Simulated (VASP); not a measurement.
# BaS (zincblende type) (F-43m) in VASP: further runs, part 2 of 2

VASP 6.6.1.

### Step 4. Electric field gradients, PBE

This run uses another cell than the first one, of 43.47 Å³/atom, 1.063 times its volume.

INCAR

```
SYSTEM = BaS
PREC = Accurate
ENCUT = 520
EDIFF = 1E-8
ISMEAR = -1
SIGMA = 0.08
LREAL = .FALSE.
LASPH = .TRUE.
NELM = 60
ALGO = Normal
ISIF = 2
LWAVE = .FALSE.
LCHARG = .FALSE.
GGA = PE
LEFG = .TRUE.
NBANDS = 15
```

KPOINTS

```
regular mesh
0
G
  9 9 9
  0 0 0
```

POSCAR

```
BaS
1.0
    0.0000000000      3.5161364223      3.5161364223
    3.5161364223      0.0000000000      3.5161364223
    3.5161364223      3.5161364223      0.0000000000
Ba S
1 1
Direct
    0.0000000000      0.0000000000      0.0000000000
    0.2500000000      0.2500000000      0.2500000000
```

Potentials or basis: VASP PAW PBE potentials, release 64 (Ba_sv, S).

Started as:

```bash
> cat potpaw_PBE.64/Ba_sv/POTCAR potpaw_PBE.64/S/POTCAR > POTCAR
> mpirun -np 1 vasp_std > vasp.out
```

OUTCAR:

```text
SYSTEM = BaS
   PREC = Accurate
   ENCUT = 520
   EDIFF = 1E-8
   ISMEAR = -1
   LREAL = .FALSE.
   LASPH = .TRUE.
   NELM = 60
   ISIF = 2
   GGA = PE

 ion  position               nearest neighbor table
   1  0.000  0.000  0.000-   2 3.05   2 3.05   2 3.05   2 3.05
   2  0.250  0.250  0.250-   1 3.05   1 3.05   1 3.05   1 3.05

  LATTYP: Found a face centered cubic cell.
 ALAT       =     7.0322728446

  Lattice vectors:

 A1 = (   0.0000000000,   3.5161364223,   3.5161364223)
 A2 = (   3.5161364223,   0.0000000000,   3.5161364223)
 A3 = (   3.5161364223,   3.5161364223,   0.0000000000)

Analysis of symmetry for initial positions (statically):
=====================================================================
 Subroutine PRICEL returns:
 Original cell was already a primitive cell.

 Routine SETGRP: Setting up the symmetry group for a
 face centered cubic supercell.

 Subroutine GETGRP returns: Found 24 space group operations
[... 619 lines left out ...]
  volume of cell :       86.94
      direct lattice vectors                 reciprocal lattice vectors
     0.000000000  3.516136422  3.516136422    -0.142201536  0.142201536  0.142201536
     3.516136422  0.000000000  3.516136422     0.142201536 -0.142201536  0.142201536
     3.516136422  3.516136422  0.000000000     0.142201536  0.142201536 -0.142201536

 POSITION                                       TOTAL-FORCE (eV/Angst)
 -----------------------------------------------------------------------------------
      0.00000      0.00000      0.00000         0.000000      0.000000     -0.000000
      1.75807      1.75807      1.75807        -0.000000     -0.000000      0.000000
 -----------------------------------------------------------------------------------
    total drift:                                0.000000      0.000000      0.000000

  FREE ENERGIE OF THE ION-ELECTRON SYSTEM (eV)
  ---------------------------------------------------
  free  energy   TOTEN  =        -9.7330913195 eV

  energy  without entropy=       -9.7330913161  energy(sigma->0) =       -9.73309132

 Electric field gradients (V/A^2)
---------------------------------------------------------------------
 ion       V_xx      V_yy      V_zz      V_xy      V_xz      V_yz
---------------------------------------------------------------------
   1      -0.000    -0.000     0.000     0.000     0.000     0.000
   2      -0.000     0.000    -0.000     0.000     0.000     0.000
---------------------------------------------------------------------

 Electric field gradients after diagonalization (V/A^2)
 (convention: |V_zz| > |V_xx| > |V_yy|)
----------------------------------------------------------------------
 ion       V_xx      V_yy      V_zz     asymmetry (V_yy - V_xx)/ V_zz
----------------------------------------------------------------------
   1      -0.000    -0.000     0.000       0.000
   2      -0.000    -0.000     0.001       0.000
----------------------------------------------------------------------

           NMR quadrupolar parameters

 Cq : quadrupolar parameter    Cq=e*Q*V_zz/h
 eta: asymmetry parameters     (V_yy - V_xx)/ V_zz
 Q  : nuclear electric quadrupole moment in mb (millibarn)
----------------------------------------------------------------------
 ion       Cq(MHz)       eta       Q (mb)
----------------------------------------------------------------------
   1       0.000       0.000       1.000
   2       0.000       0.000       1.000
----------------------------------------------------------------------
```

OSZICAR:

```text
N       E                     dE             d eps       ncg     rms          rms(c)
DAV:   1     0.935302402581E+02    0.93530E+02   -0.63365E+03  1050   0.887E+02
DAV:   2    -0.380784136548E+01   -0.97338E+02   -0.88862E+02  1410   0.165E+02
DAV:   3    -0.105408902861E+02   -0.67330E+01   -0.66841E+01  1474   0.471E+01
DAV:   4    -0.107188848413E+02   -0.17799E+00   -0.17795E+00  1444   0.760E+00
DAV:   5    -0.107216326278E+02   -0.27478E-02   -0.27478E-02  1529   0.755E-01    0.511E+00
DAV:   6    -0.974499026242E+01    0.97664E+00   -0.13530E+00  1197   0.625E+00    0.347E+00
DAV:   7    -0.970636880972E+01    0.38621E-01   -0.39358E-01  1253   0.302E+00    0.252E+00
DAV:   8    -0.971755967438E+01   -0.11191E-01   -0.38239E-02  1239   0.122E+00    0.779E-01
DAV:   9    -0.972841448008E+01   -0.10855E-01   -0.16678E-02  1071   0.861E-01    0.375E-01
DAV:  10    -0.973168671329E+01   -0.32722E-02   -0.13227E-03  1225   0.207E-01    0.126E-01
DAV:  11    -0.973303365582E+01   -0.13469E-02   -0.19079E-03  1064   0.216E-01    0.319E-02
DAV:  12    -0.973307151208E+01   -0.37856E-04   -0.11712E-04  1502   0.506E-02    0.383E-02
DAV:  13    -0.973309163794E+01   -0.20126E-04   -0.37092E-05  1092   0.364E-02    0.104E-02
DAV:  14    -0.973309151981E+01    0.11812E-06   -0.59259E-07  1505   0.512E-03    0.407E-03
DAV:  15    -0.973309124499E+01    0.27482E-06   -0.42123E-07  1155   0.392E-03    0.546E-04
DAV:  16    -0.973309129025E+01   -0.45267E-07   -0.41225E-08  1477   0.131E-03    0.493E-04
DAV:  17    -0.973309132671E+01   -0.36459E-07   -0.18076E-08  1091   0.850E-04    0.227E-04
DAV:  18    -0.973309131953E+01    0.71826E-08   -0.51860E-10  1001   0.136E-04
   1 F= -.97330913E+01 E0= -.97330913E+01  d E =-.346330E-08
```

It took 70 s on 1 thread of Intel Xeon Platinum 8375C at 2.90GHz (Ice Lake), shared host; peak memory 0.26 GiB.

What came out:

- Free energy: -9.7331 eV
- Pressure: 0.5 GPa
- Band gap on the k mesh: 2.79 eV, indirect (least direct gap 3.45 eV)

Caveat: without QUAD_EFG the Cq values of the log hold for a quadrupole moment of 1 mb, not for the nuclei; spin-orbit coupling is left out, which moves the levels of the heavy elements.

### Step 5. Overview

```tsv
cell	gap on the mesh (eV)	pressure (GPa)
a = 4.872 Å, angles 60.0°, 2 atoms	2.89	2.5
a = 4.939 Å, angles 60.0°, 2 atoms	2.83	1.1
a = 4.973 Å, angles 60.0°, 2 atoms	2.79	0.5
```

Alike in all rows: task electric field gradients; level PBE; potentials or basis VASP PAW PBE potentials, release 64 (Ba_sv, S); no spin polarisation; k mesh 9 × 9 × 9; cutoff (eV) 520; smearing fermi-dirac 0.08 eV.

Caveats: spin-orbit coupling is left out, which moves the levels of the heavy elements.

Absolute energies hang on the potentials; compare differences alone.
